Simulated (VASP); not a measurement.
# Ag (Fm-3m) in VASP: single point with LDA

Aim: the single point of Ag with LDA.

Program: VASP 6.6.1. These are calculated values, not measurements. Logs are shortened: lines on timing, memory, paths and dates and some standing lists are left out, and cuts for length are marked.

## (1) The cell of the first run

Symmetry: Fm-3m, No. 225, cubic system. Conventional cell: a = 4.090 Å, b = 4.090 Å, c = 4.090 Å, α = 90.00°, β = 90.00°, γ = 90.00°. Ag (site symmetry m-3m) has 12 Ag at 2.89 Å within 3.8 Å.

## (2) Single point, LDA

The input, INCAR:

```
SYSTEM = Ag
PREC = Accurate
ENCUT = 520
EDIFF = 1E-7
ISMEAR = 0
SIGMA = 0.05
LREAL = .FALSE.
LASPH = .TRUE.
NELM = 60
ALGO = Normal
ISIF = 2
LWAVE = .FALSE.
LCHARG = .TRUE.
LELF = .TRUE.
LVHAR = .TRUE.
NBANDS = 12
```

The input, KPOINTS:

```
Automatic mesh
0
G
  18 18 18
  0 0 0
```

The input, POSCAR:

```
Ag
1.0
    0.0000000000      2.0450000000      2.0450000000
    2.0450000000      0.0000000000      2.0450000000
    2.0450000000      2.0450000000      0.0000000000
Ag
1
Direct
    0.0000000000      0.0000000000      0.0000000000
```

Potentials or basis: VASP PAW LDA potentials, release 64 (Ag).

The run is started by

```sh
$ cat potpaw_LDA.64/Ag/POTCAR > POTCAR
$ mpirun -np 1 vasp_std > vasp.out
```

OUTCAR:

```text
SYSTEM = Ag
   PREC = Accurate
   ENCUT = 520
   EDIFF = 1E-7
   ISMEAR = 0
   LREAL = .FALSE.
   LASPH = .TRUE.
   NELM = 60
   ISIF = 2

 ion  position               nearest neighbor table
   1  0.000  0.000  0.000-

  LATTYP: Found a face centered cubic cell.
 ALAT       =     4.0900000000

  Lattice vectors:

 A1 = (   0.0000000000,   2.0450000000,   2.0450000000)
 A2 = (   2.0450000000,   0.0000000000,   2.0450000000)
 A3 = (   2.0450000000,   2.0450000000,   0.0000000000)

Analysis of symmetry for initial positions (statically):
=====================================================================
 Subroutine PRICEL returns:
 Original cell was already a primitive cell.

 Routine SETGRP: Setting up the symmetry group for a
 face centered cubic supercell.

 Subroutine GETGRP returns: Found 48 space group operations
 (whereof 48 operations were pure point group operations)
 out of a pool of 48 trial point group operations.

The static configuration has the point symmetry O_h .

Analysis of symmetry for dynamics (positions and initial velocities):
=====================================================================
 Subroutine PRICEL returns:
 Original cell was already a primitive cell.

 Routine SETGRP: Setting up the symmetry group for a
 face centered cubic supercell.

 Subroutine GETGRP returns: Found 48 space group operations
 (whereof 48 operations were pure point group operations)
 out of a pool of 48 trial point group operations.

The dynamic configuration has the point symmetry O_h .

 Subroutine INISYM returns: Found 48 space group operations
 (whereof 48 operations are pure point group operations),
 and found     1 'primitive' translations

----------------------------------------------------------------------------------------

                                     Primitive cell

  volume of cell :      17.1045

  direct lattice vectors                    reciprocal lattice vectors
     0.000000000  2.045000000  2.045000000    -0.244498778  0.244498778  0.244498778
     2.045000000  0.000000000  2.045000000     0.244498778 -0.244498778  0.244498778
     2.045000000  2.045000000  0.000000000     0.244498778  0.244498778 -0.244498778

  length of vectors
     2.892066735  2.892066735  2.892066735     0.423484305  0.423484305  0.423484305

  position of ions in fractional coordinates (direct lattice)
     0.000000000  0.000000000  0.000000000

  ion indices of the primitive-cell ions
   primitive index   ion index
                 1           1

----------------------------------------------------------------------------------------

 KPOINTS: Automatic mesh

Automatic generation of k-mesh.
 Grid dimensions read from file:
 generate k-points for:   18   18   18

 Generating k-lattice:

  Cartesian coordinates                     Fractional coordinates (reciprocal lattice)
    -0.013583265  0.013583265  0.013583265     0.055555556  0.000000000  0.000000000
     0.013583265 -0.013583265  0.013583265     0.000000000  0.055555556  0.000000000
     0.013583265  0.013583265 -0.013583265     0.000000000  0.000000000  0.055555556

  Length of vectors
     0.023526906  0.023526906  0.023526906

  Shift w.r.t. Gamma in fractional coordinates (k-lattice)
     0.000000000  0.000000000  0.000000000

 Subroutine IBZKPT returns following result:
 ===========================================

 Found    195 irreducible k-points:

 Following reciprocal coordinates:
            Coordinates               Weight
  0.000000  0.000000  0.000000      1.000000
  0.055556  0.000000  0.000000      8.000000
  0.111111  0.000000  0.000000      8.000000
  0.166667  0.000000  0.000000      8.000000
  0.222222  0.000000  0.000000      8.000000
  0.277778  0.000000  0.000000      8.000000
[... 16 lines left out ...]
 -0.277778  0.055556  0.000000     24.000000
 -0.222222  0.055556  0.000000     24.000000
 [... further k-points ...]
   k-points           NKPTS =    195   k-points in BZ     NKDIM =    195   number of bands    NBANDS=     12
   number of dos      NEDOS =    301   number of ions     NIONS =      1
   total plane-waves  NPLWV =  13824
   dimension x,y,z NGX =    24 NGY =   24 NGZ =   24
   dimension x,y,z NGXF=    48 NGYF=   48 NGZF=   48
   ions per type =               1
   NGX,Y,Z   is equivalent  to a cutoff of  13.80, 13.80, 13.80 a.u.
   NGXF,Y,Z  is equivalent  to a cutoff of  27.59, 27.59, 27.59 a.u.
 SYSTEM =  Ag
   PREC   = accura    normal or accurate (medium, high low for compatibility)
   ISTART =      0    job   : 0-new  1-cont  2-samecut
   ICHARG =      2    charge: 1-file 2-atom 10-const
   ISPIN  =      1    spin polarized calculation?
   LNONCOLLINEAR =      F non collinear calculations
   LSORBIT =      F    spin-orbit coupling
   LASPH  =      T    aspherical Exc in radial PAW
   ENCUT  =  520.0 eV  38.22 Ry    6.18 a.u.   5.38  5.38  5.38*2*pi/ulx,y,z
   NELM   =     60;   NELMIN=  2; NELMDL= -5     # of ELM steps
   EDIFF  = 0.1E-06   stopping-criterion for ELM
   LREAL  =      F    real-space projection
   EDIFFG = 0.1E-05   stopping-criterion for IOM
   NSW    =      0    number of steps for IOM
   IBRION =     -1    ionic relax: 0-MD 1-quasi-New 2-CG
   NFREE  =      0    steps in history (QN), initial steepest desc. (CG)
   ISIF   =      2    stress and relaxation
   ISYM   =      2    0-nonsym 1-usesym 2-fastsym
   POTIM  = 0.5000    time-step for ionic-motion
   TEBEG  =    0.0;   TEEND  =   0.0 temperature during run
   PSTRESS=    0.0 pullay stress
   NELECT =      11.0000    total number of electrons
   NUPDOWN=      -1.0000    fix difference up-down
   EMIN   =  10.00;   EMAX   =-10.00  energy-range for DOS
   EFERMI =   0.00;   METHOD = LEGACY
   ISMEAR =     0;   SIGMA  =   0.05  broadening in eV -4-tet -1-fermi 0-gaus
   EFERMI_NEDOS =   21; number of points for ismear=-14 and -15
   IALGO  =     38    algorithm
   IMIX   =      4    mixing-type and parameters
     AMIX     =   0.40;   BMIX     =  1.00
     AMIX_MAG =   1.60;   BMIX_MAG =  1.00
  volume/ion in A,a.u.               =      17.10       115.43
  Fermi-wavevector in a.u.,A,eV,Ry     =   1.413088  2.670348 27.168338  1.996817
  Thomas-Fermi vector in A             =   2.534769
   LORBIT       =      0    0 simple, 1 ext, 2 COOP (PROOUT), +10 PAW based schemes
   GGA     = CA    functional components
   LHFCALC =     F    Hartree Fock is set to
   AEXX    =    0.0000 exact exchange contribution
   IVDW    =     0    specifies the selected vdW correction
   LEPSILON=     F    determine dielectric tensor
   LRPA    =     F    only Hartree local field effects (RPA)
 non-spin polarized calculation
 Gauss-broadening in eV      SIGMA  =   0.05
  energy-cutoff  :      520.00
  volume of cell :       17.10
 maximum number of plane-waves:       479
 NGX is ok and might be reduce to    24
   NGX = 11   NGY = 11   NGZ = 11

 number of electron      10.9999999 magnetization

 Free energy of the ion-electron system (eV)
  ---------------------------------------------------
  ext. energy  EPLUGINS =         0.00000000
  ---------------------------------------------------
  free energy    TOTEN  =        -3.75831166 eV

  energy without entropy =       -3.75792531  energy(sigma->0) =       -3.75811848

 E-fermi :   8.0321     XC(G=0): -12.5647

 val. band max:        8.0233259958   @ k =   0.5000   0.1667   0.0556
 cond. band min:       8.1866473808   @ k =   0.5000   0.3333   0.1111
 fundamental gap:      0.1633213850
 Fermi energy:         8.0321414239

 k-point     1 :       0.0000    0.0000    0.0000
  band No.  band energies     occupation
      1       0.2975      2.00000
      2       3.3416      2.00000
      3       3.3416      2.00000
      4       3.3416      2.00000
      5       4.3904      2.00000
      6       4.3904      2.00000
      7      24.1167      0.00000
      8      27.5992      0.00000
      9      27.5992      0.00000
     10      27.5992      0.00000
     11      32.6108      0.00000
     12      33.5675      0.00000

 k-point     2 :       0.0556    0.0000    0.0000
  band No.  band energies     occupation
      1       0.3941      2.00000
      2       3.3188      2.00000
      3       3.3688      2.00000
      4       3.3688      2.00000
      5       4.3797      2.00000
      6       4.3797      2.00000
      7      24.1393      0.00000
      8      26.7764      0.00000
      9      27.6395      0.00000
     10      27.6395      0.00000
     11      32.6316      0.00000
     12      33.4458      0.00000

 k-point     3 :       0.1111    0.0000    0.0000
  band No.  band energies     occupation
      1       0.6735      2.00000
      2       3.2654      2.00000
      3       3.4396      2.00000
      4       3.4396      2.00000
      5       4.3589      2.00000
      6       4.3589      2.00000
      7      23.8825      0.00000
      8      25.4036      0.00000
      9      27.7361      0.00000
     10      27.7361      0.00000
     11      31.7247      0.00000
     12      33.0293      0.00000
[... 286 lines left out ...]
 k-point    23 :      -0.2778    0.0556    0.0000
  band No.  band energies     occupation
      1       1.8949      2.00000
      2       3.4751      2.00000
      3       3.5392      2.00000
      4       3.9389      2.00000
      5       4.5328      2.00000
      6       5.0229      2.00000
      7      17.4655      0.00000
      8      24.0215      0.00000
      9      26.0702      0.00000
     10      28.4321      0.00000
     11      30.3133      0.00000
     12      30.5441      0.00000

 k-point    24 :      -0.2222    0.0556    0.0000
  band No.  band energies     occupation
      1       1.7266      2.00000
      2       3.3378      2.00000
      3       3.5897      2.00000
      4       3.6041      2.00000
      5       4.3408      2.00000
      6       4.7060      2.00000
      7      19.6097      0.00000
      8      24.3254      0.00000
      9      26.6265      0.00000
     10      29.1613      0.00000
     11      29.7978      0.00000
     12      30.7727      0.00000

 [... further k-points ...]

------------------------ aborting loop because EDIFF is reached ----------------------------------------

  FORCE on cell =-STRESS in cart. coord.  units (eV):
  Direction    XX          YY          ZZ          XY          YZ          ZX
  --------------------------------------------------------------------------------------
  -------------------------------------------------------------------------------------
  Total       -0.7951746     -0.7951746     -0.7951746     -0.0000000      0.0000000     -0.0000000
  in kB      -74.4840258    -74.4840258    -74.4840258     -0.0000000      0.0000000     -0.0000000
  external PRESSURE =     -74.4840258 kB  Pullay stress =       0.0000000 kB

 VOLUME and BASIS-vectors are now :
 -----------------------------------------------------------------------------
  energy-cutoff  :      520.00
  volume of cell :       17.10
      direct lattice vectors                 reciprocal lattice vectors
     0.000000000  2.045000000  2.045000000    -0.244498778  0.244498778  0.244498778
     2.045000000  0.000000000  2.045000000     0.244498778 -0.244498778  0.244498778
     2.045000000  2.045000000  0.000000000     0.244498778  0.244498778 -0.244498778

 POSITION                                       TOTAL-FORCE (eV/Angst)
 -----------------------------------------------------------------------------------
      0.00000      0.00000      0.00000         0.000000      0.000000     -0.000000
 -----------------------------------------------------------------------------------
    total drift:                                0.000000      0.000000     -0.000000

  FREE ENERGIE OF THE ION-ELECTRON SYSTEM (eV)
  ---------------------------------------------------
  free  energy   TOTEN  =        -3.7583116580 eV

  energy  without entropy=       -3.7579253108  energy(sigma->0) =       -3.75811848
```

It took 31 s on 1 thread of Intel Xeon 8259CL, shared host; peak memory 0.16 GiB.

What came out:

```
Free energy            : -3.7583 eV
Pressure               : -7.4 GPa
Band gap on the k mesh : zero (an odd number of electrons rules out a gap without spin polarisation)
```

Levels at points of the mesh, in eV from the Fermi level:
```csv
k point,band 3,band 4,band 5,band 6,band 7,band 8,band 9,band 10
"(0.00, 0.00, 0.00)",-4.69,-4.69,-3.64,-3.64,16.08,19.57,19.57,19.57
"(0.50, 0.00, 0.00)",-4.71,-2.84,-2.84,-0.36,3.62,15.34,17.76,17.76
"(0.50, 0.50, 0.00)",-2.87,-2.63,-2.63,1.61,6.75,10.61,10.61,17.28
```

Caveat: the cell stands under tension.
